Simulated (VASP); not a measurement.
# FeGe (P2_13) in VASP: further runs, part 2 of 2

VASP 6.6.1.

## 3. Single point, PBEsol (12.58 Å³/atom)

This run uses another cell than the first one, of 12.58 Å³/atom.

The input, INCAR:

```
SYSTEM = FeGe
PREC = Accurate ; ENCUT = 520
EDIFF = 1E-6 ; ISMEAR = 0
SIGMA = 0.03 ; LREAL = .FALSE.
LASPH = .TRUE. ; NELM = 100
ALGO = Normal ; ISIF = 2
LWAVE = .FALSE. ; LCHARG = .TRUE.
GGA = PS ; LELF = .TRUE.
LVHAR = .TRUE. ; NBANDS = 54
```

The input, KPOINTS:

```
Automatic mesh
0
G
  10 10 10
  0 0 0
```

The input, POSCAR:

```
FeGe
1.0
    4.6520270573      0.0000000000      0.0000000000
    0.0000000000      4.6520270573      0.0000000000
    0.0000000000      0.0000000000      4.6520270573
Fe Ge
4 4
Direct
    0.1312119984      0.1312119984      0.1312119984
    0.3687880016      0.8687880016      0.6312119984
    0.6312119984      0.3687880016      0.8687880016
    0.8687880016      0.6312119984      0.3687880016
    0.8373272852      0.8373272852      0.8373272852
    0.6626727148      0.1626727148      0.3373272852
    0.3373272852      0.6626727148      0.1626727148
    0.1626727148      0.3373272852      0.6626727148
```

Potentials or basis: VASP PAW PBE potentials, release 64 (Fe, Ge_d).

Started as:

```
$ cat potpaw_PBE.64/Fe/POTCAR potpaw_PBE.64/Ge_d/POTCAR > POTCAR
$ mpirun -np 1 vasp_std > vasp.out
```

OUTCAR:

```text
SYSTEM = FeGe
   PREC = Accurate
   ENCUT = 520
   EDIFF = 1E-6
   ISMEAR = 0
   LREAL = .FALSE.
   LASPH = .TRUE.
   NELM = 100
   ISIF = 2
   GGA = PS

 ion  position               nearest neighbor table
   1  0.131  0.131  0.131-   5 2.37   6 2.39   7 2.39   8 2.39   7 2.66   8 2.66   6 2.66   3 2.85
                             4 2.85   2 2.85   2 2.85   4 2.85   3 2.85
   2  0.369  0.869  0.631-   6 2.37   5 2.39   8 2.39   7 2.39   7 2.66   8 2.66   5 2.66   1 2.85
                             1 2.85   3 2.85   3 2.85   4 2.85   4 2.85
   3  0.631  0.369  0.869-   7 2.37   5 2.39   8 2.39   6 2.39   8 2.66   6 2.66   5 2.66   1 2.85
                             4 2.85   2 2.85   2 2.85   4 2.85   1 2.85
   4  0.869  0.631  0.369-   8 2.37   7 2.39   6 2.39   5 2.39   6 2.66   5 2.66   7 2.66   1 2.85
                             3 2.85   2 2.85   1 2.85   2 2.85   3 2.85
   5  0.837  0.837  0.837-   1 2.37   2 2.39   3 2.39   4 2.39   3 2.66   4 2.66   2 2.66   6 2.89
                             7 2.89   8 2.89   6 2.89   8 2.89   7 2.89
   6  0.663  0.163  0.337-   2 2.37   1 2.39   4 2.39   3 2.39   3 2.66   4 2.66   1 2.66   8 2.89
                             5 2.89   5 2.89   7 2.89   7 2.89   8 2.89
   7  0.337  0.663  0.163-   3 2.37   1 2.39   4 2.39   2 2.39   4 2.66   2 2.66   1 2.66   8 2.89
                             5 2.89   8 2.89   6 2.89   6 2.89   5 2.89
   8  0.163  0.337  0.663-   4 2.37   3 2.39   2 2.39   1 2.39   2 2.66   1 2.66   3 2.66   7 2.89
                             5 2.89   7 2.89   5 2.89   6 2.89   6 2.89

  LATTYP: Found a simple cubic cell.
 ALAT       =     4.6520270573

  Lattice vectors:

 A1 = (   4.6520270573,   0.0000000000,   0.0000000000)
 A2 = (   0.0000000000,   4.6520270573,   0.0000000000)
 A3 = (   0.0000000000,   0.0000000000,   4.6520270573)

Analysis of symmetry for initial positions (statically):
=====================================================================
 Subroutine PRICEL returns:
 Original cell was already a primitive cell.

 Routine SETGRP: Setting up the symmetry group for a
 simple cubic supercell.

 Subroutine GETGRP returns: Found 12 space group operations
 (whereof  3 operations were pure point group operations)
 out of a pool of 48 trial point group operations.

The static configuration has the point symmetry C_3 .
 The point group associated with its full space group is T   .

Analysis of symmetry for dynamics (positions and initial velocities):
=====================================================================
 Subroutine PRICEL returns:
 Original cell was already a primitive cell.

 Routine SETGRP: Setting up the symmetry group for a
 simple cubic supercell.

 Subroutine GETGRP returns: Found 12 space group operations
 (whereof  3 operations were pure point group operations)
 out of a pool of 48 trial point group operations.

The dynamic configuration has the point symmetry C_3 .
 The point group associated with its full space group is T   .

 Subroutine INISYM returns: Found 12 space group operations
 (whereof  3 operations are pure point group operations),
 and found     1 'primitive' translations

----------------------------------------------------------------------------------------

                                     Primitive cell

  volume of cell :     100.6762

  direct lattice vectors                    reciprocal lattice vectors
[... 57 lines left out ...]
  0.100000  0.000000  0.000000      6.000000
  0.200000  0.000000  0.000000      6.000000
  0.300000  0.000000  0.000000      6.000000
  0.400000  0.000000  0.000000      6.000000
  0.500000  0.000000  0.000000      3.000000
[... 16 lines left out ...]
  0.300000  0.300000  0.000000     12.000000
  0.400000  0.300000  0.000000     12.000000
 [... further k-points ...]
   k-points           NKPTS =     76   k-points in BZ     NKDIM =     76   number of bands    NBANDS=     54
   number of dos      NEDOS =    301   number of ions     NIONS =      8
   total plane-waves  NPLWV =  46656
   dimension x,y,z NGX =    36 NGY =   36 NGZ =   36
   dimension x,y,z NGXF=    72 NGYF=   72 NGZF=   72
   ions per type =               4   4
   NGX,Y,Z   is equivalent  to a cutoff of  12.87, 12.87, 12.87 a.u.
   NGXF,Y,Z  is equivalent  to a cutoff of  25.73, 25.73, 25.73 a.u.
 SYSTEM =  FeGe
   PREC   = accura    normal or accurate (medium, high low for compatibility)
   ISTART =      0    job   : 0-new  1-cont  2-samecut
   ICHARG =      2    charge: 1-file 2-atom 10-const
   ISPIN  =      1    spin polarized calculation?
   LNONCOLLINEAR =      F non collinear calculations
   LSORBIT =      F    spin-orbit coupling
   LASPH  =      T    aspherical Exc in radial PAW
   ENCUT  =  520.0 eV  38.22 Ry    6.18 a.u.   8.65  8.65  8.65*2*pi/ulx,y,z
   NELM   =    100;   NELMIN=  2; NELMDL= -5     # of ELM steps
   EDIFF  = 0.1E-05   stopping-criterion for ELM
   LREAL  =      F    real-space projection
[... 7 lines left out ...]
   TEBEG  =    0.0;   TEEND  =   0.0 temperature during run
   PSTRESS=    0.0 pullay stress
   NELECT =      88.0000    total number of electrons
   NUPDOWN=      -1.0000    fix difference up-down
   EMIN   =  10.00;   EMAX   =-10.00  energy-range for DOS
   EFERMI =   0.00;   METHOD = LEGACY
   ISMEAR =     0;   SIGMA  =   0.03  broadening in eV -4-tet -1-fermi 0-gaus
   EFERMI_NEDOS =   21; number of points for ismear=-14 and -15
   IALGO  =     38    algorithm
   IMIX   =      4    mixing-type and parameters
     AMIX     =   0.40;   BMIX     =  1.00
     AMIX_MAG =   1.60;   BMIX_MAG =  1.00
  volume/ion in A,a.u.               =      12.58        84.92
  Fermi-wavevector in a.u.,A,eV,Ry     =   1.565285  2.957960 33.335878  2.450118
  Thomas-Fermi vector in A             =   2.667784
   LORBIT       =      0    0 simple, 1 ext, 2 COOP (PROOUT), +10 PAW based schemes
   GGA     = PS    functional components
   LHFCALC =     F    Hartree Fock is set to
   AEXX    =    0.0000 exact exchange contribution
   IVDW    =     0    specifies the selected vdW correction
   LEPSILON=     F    determine dielectric tensor
   LRPA    =     F    only Hartree local field effects (RPA)
 non-spin polarized calculation
 Gauss-broadening in eV      SIGMA  =   0.03
  energy-cutoff  :      520.00
  volume of cell :      100.68
 maximum number of plane-waves:      2800
   NGX = 17   NGY = 17   NGZ = 17

 number of electron      88.0000031 magnetization

 Free energy of the ion-electron system (eV)
  ---------------------------------------------------
  ext. energy  EPLUGINS =         0.00000000
  ---------------------------------------------------
  free energy    TOTEN  =       -56.83779433 eV

  energy without entropy =      -56.83764852  energy(sigma->0) =      -56.83772143

 E-fermi :   7.9809     XC(G=0): -13.1599

 val. band max:        7.9278938539   @ k =   0.2000   0.0000   0.0000
 cond. band min:       8.0324588167   @ k =   0.3000   0.2000   0.0000
 fundamental gap:      0.1045649629
 Fermi energy:         7.9808609089

 k-point     1 :       0.0000    0.0000    0.0000
  band No.  band energies     occupation
      1     -16.4681      2.00000
      2     -16.4681      2.00000
      3     -16.4681      2.00000
      4     -16.4300      2.00000
      5     -16.4300      2.00000
      6     -16.4300      2.00000
[... 1357 lines left out ...]
     53      11.7713      0.00000
     54      12.3142      0.00000

 [... further k-points ...]

------------------------ aborting loop because EDIFF is reached ----------------------------------------

  FORCE on cell =-STRESS in cart. coord.  units (eV):
  Direction    XX          YY          ZZ          XY          YZ          ZX
  --------------------------------------------------------------------------------------
  -------------------------------------------------------------------------------------
  Total       -4.9820437     -4.9820437     -4.9820437      0.0000000     -0.0000000      0.0000000
  in kB      -79.2850713    -79.2850713    -79.2850713      0.0000000     -0.0000000      0.0000000
  external PRESSURE =     -79.2850713 kB  Pullay stress =       0.0000000 kB

 VOLUME and BASIS-vectors are now :
 -----------------------------------------------------------------------------
  energy-cutoff  :      520.00
  volume of cell :      100.68
      direct lattice vectors                 reciprocal lattice vectors
     4.652027057  0.000000000  0.000000000     0.214960057  0.000000000  0.000000000
     0.000000000  4.652027057  0.000000000     0.000000000  0.214960057  0.000000000
     0.000000000  0.000000000  4.652027057     0.000000000  0.000000000  0.214960057

 POSITION                                       TOTAL-FORCE (eV/Angst)
 -----------------------------------------------------------------------------------
      0.61040      0.61040      0.61040         0.013912      0.013912      0.013912
      1.71561      4.04163      2.93642        -0.013912     -0.013912      0.013912
      2.93642      1.71561      4.04163         0.013912     -0.013912     -0.013912
      4.04163      2.93642      1.71561        -0.013912      0.013912     -0.013912
      3.89527      3.89527      3.89527         0.000284      0.000284      0.000284
      3.08277      0.75676      1.56926        -0.000284     -0.000284      0.000284
      1.56926      3.08277      0.75676         0.000284     -0.000284     -0.000284
      0.75676      1.56926      3.08277        -0.000284      0.000284     -0.000284
 -----------------------------------------------------------------------------------
    total drift:                                0.000000      0.000001      0.000000

  FREE ENERGIE OF THE ION-ELECTRON SYSTEM (eV)
  ---------------------------------------------------
  free  energy   TOTEN  =       -56.8377943329 eV

  energy  without entropy=      -56.8376485240  energy(sigma->0) =      -56.83772143
```

Run time: 4.3 min. Hardware: 1 thread of AMD EPYC 9R45 (Zen 5), shared host; peak memory 0.4 GiB.

Results:

```
Free energy            : -56.8378 eV
Pressure               : -7.9 GPa
Largest force          : 0.024 eV/Å
Band gap on the k mesh : 0.10 eV (least direct gap 0.13 eV)
```

Forces on the atoms (eV/Å):
```
Fe   0.014  0.014  0.014
Fe  -0.014 -0.014  0.014
Fe   0.014 -0.014 -0.014
Fe  -0.014  0.014 -0.014
Ge   0.000  0.000  0.000
Ge   0.000  0.000  0.000
Ge   0.000  0.000  0.000
Ge   0.000  0.000  0.000
```

Caveat: the cell stands under tension; the PAW data sets were made with another functional, which shifts forces and pressure a little. A k mesh can miss the band edges.

## 4. Single point, PBEsol (12.97 Å³/atom)

This run uses another cell than the first one, of 12.97 Å³/atom.

The input, INCAR:

```
SYSTEM = FeGe
ALGO     = Normal         ! electronic algorithm
EDIFF    = 1E-6           ! SCF threshold, eV
ENCUT    = 520            ! plane-wave cutoff, eV
GGA      = PS             ! functional
ISIF     = 2              ! what is computed and relaxed
ISMEAR   = 0              ! smearing method
LASPH    = .TRUE.         ! aspherical terms in the spheres
LCHARG   = .FALSE.        ! write CHGCAR
LREAL    = .FALSE.        ! projectors in reciprocal space
LWAVE    = .FALSE.        ! write WAVECAR
NBANDS   = 54             ! bands
NELM     = 60             ! most SCF steps
PREC     = Accurate       ! precision mode
SIGMA    = 0.03           ! smearing width, eV
```

The input, KPOINTS:

```
k-points
0
G
  10 10 10
  0 0 0
```

The input, POSCAR:

```
FeGe
1.0
    4.6995000000      0.0000000000      0.0000000000
    0.0000000000      4.6995000000      0.0000000000
    0.0000000000      0.0000000000      4.6995000000
Fe Ge
4 4
Direct
    0.1289977746      0.1289977746      0.1289977746
    0.3710022254      0.8710022254      0.6289977746
    0.6289977746      0.3710022254      0.8710022254
    0.8710022254      0.6289977746      0.3710022254
    0.8363920162      0.8363920162      0.8363920162
    0.6636079838      0.1636079838      0.3363920162
    0.3363920162      0.6636079838      0.1636079838
    0.1636079838      0.3363920162      0.6636079838
```

Started as:

```
$ cat potpaw_PBE.64/Fe/POTCAR potpaw_PBE.64/Ge_d/POTCAR > POTCAR
$ mpirun -np 1 vasp_std > vasp.out
```

Wall time 3.8 min (1 thread of AMD EPYC 9R45 (Zen 5), shared host); peak memory 0.4 GiB.

It converged, with:

* Free energy: -56.6419 eV
* Pressure: -12.1 GPa
* Largest force: 0.021 eV/Å
* Band gap on the k mesh: 0.10 eV (least direct gap 0.13 eV)

Forces in eV/Å, atoms in the order of the input:
```
Fe   0.012  0.012  0.012
Fe  -0.012 -0.012  0.012
Fe   0.012 -0.012 -0.012
Fe  -0.012  0.012 -0.012
Ge   0.001  0.001  0.001
Ge  -0.001 -0.001  0.001
Ge   0.001 -0.001 -0.001
Ge  -0.001  0.001 -0.001
```

Levels at points of the mesh, in eV from the valence-band top:
| k point | band 41 | band 42 | band 43 | band 44 | band 45 | band 46 | band 47 | band 48 |
| --- | --- | --- | --- | --- | --- | --- | --- | --- |
| (0.00, 0.00, 0.00) | -0.21 | -0.21 | -0.03 | -0.03 | 0.41 | 0.41 | 0.41 | 2.22 |
| (0.50, 0.00, 0.00) | -0.29 | -0.29 | -0.02 | -0.02 | 0.13 | 0.13 | 1.41 | 1.41 |
| (0.50, 0.50, 0.00) | -0.83 | -0.83 | -0.27 | -0.27 | 0.52 | 0.52 | 0.89 | 0.89 |
| (0.50, 0.50, 0.50) | -0.46 | -0.46 | -0.46 | -0.46 | 0.34 | 0.34 | 0.34 | 0.34 |

Caveat: the cell stands under tension; the PAW data sets were made with another functional, which shifts forces and pressure a little. A k mesh can miss the band edges.

## 5. Summary

```tsv
cell	cutoff (eV)	gap on the mesh (eV)	pressure (GPa)	largest force (eV/Å)
a = 4.746 Å, 8 atoms, atomic positions A	600	0.09	-15.6	0.02
a = 4.652 Å, 8 atoms, atomic positions B	520	0.10	-7.9	0.02
a = 4.699 Å, 8 atoms, atomic positions C	520	0.10	-12.1	0.02
```

Alike in all rows: task single point; level PBEsol; potentials or basis VASP PAW PBE potentials, release 64 (Fe, Ge_d); no spin polarisation; k mesh 10 × 10 × 10; smearing gaussian 0.03 eV.

Caveats: the cell stands under tension; the PAW data sets were made with another functional, which shifts forces and pressure a little.

Total energies depend on the potentials used, so only differences within one code and one set of settings carry meaning.
